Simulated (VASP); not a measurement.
# Sn (I4_1/amd) in VASP: further runs, part 2 of 3

VASP 6.6.1. Earlier steps stand in the parts before.

### 3 Single point, PBEsol

This run uses another cell than the first one, of the same volume but with other edges.

File INCAR:

```
SYSTEM = Sn
PREC = Accurate ; ENCUT = 520
EDIFF = 1E-6 ; ISMEAR = 0
SIGMA = 0.15 ; LREAL = .False.
LASPH = .True. ; NELM = 80
ALGO = Fast ; ISIF = 2
LWAVE = .False. ; LCHARG = .False.
GGA = PS ; NBANDS = 21
```

File KPOINTS:

```
Automatic mesh
0
Gamma
  14 14 14
  0 0 0
```

File POSCAR:

```
Sn
1.0
    0.0000000000      2.8916464441      4.0887880720
    2.8916464441      0.0000000000      4.0887880720
    2.8916464441      2.8916464441      0.0000000000
Sn
2
Direct
    0.5000000000      0.5000000000      0.5000000000
    0.7500000000      0.7500000000      0.7500000000
```

Potentials or basis: VASP PAW PBE potentials, release 64 (Sn_d).

On the command line:

```
$ cat potpaw_PBE.64/Sn_d/POTCAR > POTCAR
$ mpirun -np 1 vasp_std > vasp.out
```

OUTCAR:

```text
SYSTEM = Sn
   PREC = Accurate
   ENCUT = 520
   EDIFF = 1E-6
   ISMEAR = 0
   LREAL = .False.
   LASPH = .True.
   NELM = 80
   ISIF = 2
   GGA = PS

 ion  position               nearest neighbor table
   1  0.500  0.500  0.500-   2 2.89   2 2.89   2 2.89   2 2.89
   2  0.750  0.750  0.750-   1 2.89   1 2.89   1 2.89   1 2.89

  LATTYP: Found a body centered tetragonal cell.
 ALAT       =     4.0894056188
 C/A-ratio  =     1.9996979772

  Lattice vectors:

 A1 = (  -2.8916464441,   0.0000000000,   4.0887880720)
 A2 = (   2.8916464441,   0.0000000000,   4.0887880720)
 A3 = (   0.0000000000,   2.8916464441,  -4.0887880720)

Analysis of symmetry for initial positions (statically):
=====================================================================
 Subroutine PRICEL returns:
 Original cell was already a primitive cell.

 Routine SETGRP: Setting up the symmetry group for a
 body centered tetragonal supercell.

 Subroutine GETGRP returns: Found 16 space group operations
 (whereof  8 operations were pure point group operations)
 out of a pool of 16 trial point group operations.

The static configuration has the point symmetry D_2d.
 The point group associated with its full space group is D_4h.

Analysis of symmetry for dynamics (positions and initial velocities):
=====================================================================
 Subroutine PRICEL returns:
 Original cell was already a primitive cell.

 Routine SETGRP: Setting up the symmetry group for a
 body centered tetragonal supercell.

 Subroutine GETGRP returns: Found 16 space group operations
 (whereof  8 operations were pure point group operations)
 out of a pool of 16 trial point group operations.

The dynamic configuration has the point symmetry D_2d.
 The point group associated with its full space group is D_4h.

 Subroutine INISYM returns: Found 16 space group operations
 (whereof  8 operations are pure point group operations),
 and found     1 'primitive' translations

----------------------------------------------------------------------------------------

                                     Primitive cell

  volume of cell :      68.3778

  direct lattice vectors                    reciprocal lattice vectors
     0.000000000  2.891646444  4.088788072    -0.172911872  0.172911872  0.122285624
     2.891646444  0.000000000  4.088788072     0.172911872 -0.172911872  0.122285624
     2.891646444  2.891646444  0.000000000     0.172911872  0.172911872 -0.122285624

  length of vectors
     5.007974347  5.007974347  4.089405619     0.273405934  0.273405934  0.273405934

  position of ions in fractional coordinates (direct lattice)
     0.500000000  0.500000000  0.500000000
     0.750000000  0.750000000  0.750000000

  ion indices of the primitive-cell ions
   primitive index   ion index
                 1           1
                 2           2

----------------------------------------------------------------------------------------

 KPOINTS: Automatic mesh

Automatic generation of k-mesh.
 Grid dimensions read from file:
 generate k-points for:   14   14   14

 Generating k-lattice:

  Cartesian coordinates                     Fractional coordinates (reciprocal lattice)
    -0.012350848  0.012350848  0.008734687     0.071428571  0.000000000  0.000000000
     0.012350848 -0.012350848  0.008734687     0.000000000  0.071428571  0.000000000
     0.012350848  0.012350848 -0.008734687    -0.000000000 -0.000000000  0.071428571

  Length of vectors
     0.019528995  0.019528995  0.019528995

  Shift w.r.t. Gamma in fractional coordinates (k-lattice)
     0.000000000  0.000000000  0.000000000

 Subroutine IBZKPT returns following result:
 ===========================================

 Found    244 irreducible k-points:

 Following reciprocal coordinates:
            Coordinates               Weight
  0.000000  0.000000  0.000000      1.000000
  0.071429  0.000000  0.000000      8.000000
  0.142857 -0.000000  0.000000      8.000000
  0.214286 -0.000000  0.000000      8.000000
  0.285714  0.000000  0.000000      8.000000
  0.357143 -0.000000  0.000000      8.000000
[... 16 lines left out ...]
  0.214286  0.142857  0.000000      8.000000
  0.285714  0.142857  0.000000      8.000000
 [... further k-points ...]
   k-points           NKPTS =    244   k-points in BZ     NKDIM =    244   number of bands    NBANDS=     21
   number of dos      NEDOS =    301   number of ions     NIONS =      2
   total plane-waves  NPLWV =  48000
   dimension x,y,z NGX =    40 NGY =   40 NGZ =   30
   dimension x,y,z NGXF=    80 NGYF=   80 NGZF=   60
   ions per type =               2
   NGX,Y,Z   is equivalent  to a cutoff of  13.28, 13.28, 12.20 a.u.
   NGXF,Y,Z  is equivalent  to a cutoff of  26.56, 26.56, 24.39 a.u.
 SYSTEM =  Sn
   PREC   = accura    normal or accurate (medium, high low for compatibility)
   ISTART =      0    job   : 0-new  1-cont  2-samecut
   ICHARG =      2    charge: 1-file 2-atom 10-const
   ISPIN  =      1    spin polarized calculation?
   LNONCOLLINEAR =      F non collinear calculations
   LSORBIT =      F    spin-orbit coupling
   LASPH  =      T    aspherical Exc in radial PAW
   ENCUT  =  520.0 eV  38.22 Ry    6.18 a.u.   9.31  9.31  7.60*2*pi/ulx,y,z
   NELM   =     80;   NELMIN=  2; NELMDL= -5     # of ELM steps
   EDIFF  = 0.1E-05   stopping-criterion for ELM
   LREAL  =      F    real-space projection
   EDIFFG = 0.1E-04   stopping-criterion for IOM
   NSW    =      0    number of steps for IOM
   IBRION =     -1    ionic relax: 0-MD 1-quasi-New 2-CG
   NFREE  =      0    steps in history (QN), initial steepest desc. (CG)
   ISIF   =      2    stress and relaxation
   ISYM   =      2    0-nonsym 1-usesym 2-fastsym
   POTIM  = 0.5000    time-step for ionic-motion
   TEBEG  =    0.0;   TEEND  =   0.0 temperature during run
   PSTRESS=    0.0 pullay stress
   NELECT =      28.0000    total number of electrons
   NUPDOWN=      -1.0000    fix difference up-down
   EMIN   =  10.00;   EMAX   =-10.00  energy-range for DOS
   EFERMI =   0.00;   METHOD = LEGACY
   ISMEAR =     0;   SIGMA  =   0.15  broadening in eV -4-tet -1-fermi 0-gaus
   EFERMI_NEDOS =   21; number of points for ismear=-14 and -15
   IALGO  =     68    algorithm
   IMIX   =      4    mixing-type and parameters
     AMIX     =   0.40;   BMIX     =  1.00
     AMIX_MAG =   1.60;   BMIX_MAG =  1.00
  volume/ion in A,a.u.               =      34.19       230.72
  Fermi-wavevector in a.u.,A,eV,Ry     =   1.215689  2.297319 20.108049  1.477900
  Thomas-Fermi vector in A             =   2.351068
   LORBIT       =      0    0 simple, 1 ext, 2 COOP (PROOUT), +10 PAW based schemes
   GGA     = PS    functional components
   LHFCALC =     F    Hartree Fock is set to
   AEXX    =    0.0000 exact exchange contribution
   IVDW    =     0    specifies the selected vdW correction
   LEPSILON=     F    determine dielectric tensor
   LRPA    =     F    only Hartree local field effects (RPA)
 non-spin polarized calculation
 RMM-DIIS sequential band-by-band and
 Gauss-broadening in eV      SIGMA  =   0.15
  energy-cutoff  :      520.00
  volume of cell :       68.38
 maximum number of plane-waves:      1863
 NGX is ok and might be reduce to    40

 number of electron      27.9999991 magnetization

 Free energy of the ion-electron system (eV)
  ---------------------------------------------------
  ext. energy  EPLUGINS =         0.00000000
  ---------------------------------------------------
  free energy    TOTEN  =        -7.95429627 eV

  energy without entropy =       -7.93821921  energy(sigma->0) =       -7.94625774

 E-fermi :   5.5828     XC(G=0):  -9.1868

 val. band max:        5.5783362183   @ k =  -0.3571   0.0000   0.1429
 cond. band min:       5.5846173263   @ k =   0.5000   0.0000   0.4286
 fundamental gap:      0.0062811081
 Fermi energy:         5.5828142711

 k-point     1 :       0.0000    0.0000    0.0000
  band No.  band energies     occupation
      1     -16.0966      2.00000
      2     -16.0966      2.00000
      3     -16.0323      2.00000
      4     -16.0231      2.00000
      5     -16.0131      2.00000
      6     -15.8985      2.00000
[... 550 lines left out ...]
      5     -15.9684      2.00000
      6     -15.9135      2.00000
[... 13 lines left out ...]
     20      12.6210      0.00000
     21      14.6381      0.00000

 [... further k-points ...]

------------------------ aborting loop because EDIFF is reached ----------------------------------------

  FORCE on cell =-STRESS in cart. coord.  units (eV):
  Direction    XX          YY          ZZ          XY          YZ          ZX
  --------------------------------------------------------------------------------------
  -------------------------------------------------------------------------------------
  Total        0.9343668      0.9343668     -1.6483953      0.0000000      0.0000000      0.0000000
  in kB       21.8933882     21.8933882    -38.6239751      0.0000000      0.0000000      0.0000000
  external PRESSURE =       1.7209338 kB  Pullay stress =       0.0000000 kB

 VOLUME and BASIS-vectors are now :
 -----------------------------------------------------------------------------
  energy-cutoff  :      520.00
  volume of cell :       68.38
      direct lattice vectors                 reciprocal lattice vectors
     0.000000000  2.891646444  4.088788072    -0.172911872  0.172911872  0.122285624
     2.891646444  0.000000000  4.088788072     0.172911872 -0.172911872  0.122285624
     2.891646444  2.891646444  0.000000000     0.172911872  0.172911872 -0.122285624

 POSITION                                       TOTAL-FORCE (eV/Angst)
 -----------------------------------------------------------------------------------
      2.89165      2.89165      4.08879         0.000000      0.000000     -0.000000
      4.33747      4.33747      6.13318        -0.000000     -0.000000      0.000000
 -----------------------------------------------------------------------------------
    total drift:                               -0.000000     -0.000000      0.000000

  FREE ENERGIE OF THE ION-ELECTRON SYSTEM (eV)
  ---------------------------------------------------
  free  energy   TOTEN  =        -7.9542962716 eV

  energy  without entropy=       -7.9382192129  energy(sigma->0) =       -7.94625774
```

Run time: 11 min. Hardware: 1 thread of Intel Xeon 8259CL, shared host; peak memory 0.42 GiB.

Results:

- Free energy: -7.9543 eV
- Pressure: 0.2 GPa
- Band gap on the k mesh: zero (bands 14 and 15 overlap by 1.23 eV)

Caveat: the stress differs along the axes, from -4 to 2 GPa; the PAW data sets were made with another functional, which shifts forces and pressure a little; spin-orbit coupling is left out, which moves the levels of the heavy elements.

### 4 Single point, PBEsol

This run uses another cell than the first one, of the same volume but with other edges.

File INCAR:

```
ALGO     = Fast           # electronic algorithm
EDIFF    = 1E-7           # SCF threshold, eV
ENCUT    = 520            # plane-wave cutoff, eV
GGA      = PS             # functional
ISIF     = 2              # what is computed and relaxed
ISMEAR   = 0              # smearing method
LASPH    = T              # aspherical terms in the spheres
LCHARG   = F              # write CHGCAR
LREAL    = F              # projectors in reciprocal space
LWAVE    = F              # write WAVECAR
NBANDS   = 21             # bands
NELM     = 60             # most SCF steps
PREC     = Accurate       # precision mode
SIGMA    = 0.15           # smearing width, eV
```

File KPOINTS:

```
k-points
0
Gamma
  14 14 14
```

File POSCAR:

```
Sn
1.0
    0.0000000000      3.4262734383      2.9123324225
    3.4262734383      0.0000000000      2.9123324225
    3.4262734383      3.4262734383      0.0000000000
Sn
2
Direct
    0.5000000000      0.5000000000      0.5000000000
    0.7500000000      0.7500000000      0.7500000000
```

On the command line:

```
$ cat potpaw_PBE.64/Sn_d/POTCAR > POTCAR
$ mpirun -np 1 vasp_std > vasp.out
```

Run time: 12 min. Hardware: 1 thread of Intel Xeon 8259CL, shared host; peak memory 0.41 GiB.

Results (log left out):

- Free energy: -8.3725 eV
- Pressure: 0.6 GPa
- Band gap on the k mesh: zero (bands 14 and 15 overlap by 0.67 eV)

Stress tensor (GPa, compression positive):
```
-0.52  0.00  0.00
 0.00 -0.52  0.00
 0.00  0.00  2.71
```

Levels at points of the mesh, in eV from the Fermi level:
```csv
k point,band 11,band 12,band 13,band 14,band 15,band 16,band 17,band 18
"(0.00, 0.00, 0.00)",-10.58,-0.85,-0.22,-0.22,0.69,1.82,2.48,2.48
"(0.50, 0.00, 0.00)",-8.94,-6.30,-1.60,-0.61,-0.33,2.85,3.81,5.79
"(0.50, 0.50, 0.00)",-7.13,-7.13,-2.98,-2.98,0.18,0.18,7.75,7.75
"(0.50, 0.00, 0.50)",-7.68,-7.68,-2.08,-2.08,1.13,1.13,6.81,6.81
```

Caveat: the PAW data sets were made with another functional, which shifts forces and pressure a little; spin-orbit coupling is left out, which moves the levels of the heavy elements.

(Continued in part 3 of 3.)

The gap in the log of VASP goes by the Fermi energy; the results here count the filled bands.